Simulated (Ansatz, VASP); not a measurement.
# Two plane-wave programs on GaAs

```
Ga As
1.0
    -1.88077    1.88077    3.02585
     1.88077   -1.88077    3.02585
     1.88077    1.88077   -3.02585
Ga As
1 1
Cartesian
  0.0000 0.0000 0.0000
  0.0000 0.0000 3.0259
```

Alike in both runs: task single point; functional PBEsol-based global hybrid; k mesh 5 × 5 × 5; occupations fermi-dirac, width 0.05 eV; no spin polarisation.

|  | VASP | Ansatz |
| --- | --- | --- |
| version | VASP 6.6.1 | Ansatz 0.2.0 |
| potentials or method | VASP PAW PBE potentials, release 64 (Ga_d, As) | Ansatz PAW |
| plane-wave cutoff (eV) | 520 | 420 |
| valence electrons in the cell | 18 | 28 |

```csv
,VASP,Ansatz,Ansatz less VASP
gap on the k mesh at the Fermi level (eV),none,none,-
pressure (GPa),-8.2,-8.0,+0.13
"traceless stress, the component that is largest in VASP (GPa)",-2.39,-2.40,-0.012
```

VASP's potentials were made for PBE, not for PBEsol-based global hybrid. A gap of «none» marks a metal or a gap that the smearing closes. VASP's potentials hold 18 valence electrons a cell and Ansatz's 28, so a difference there can come from the potentials and not from the codes.

The k mesh is coarse, so the values compare programs but aren't converged.
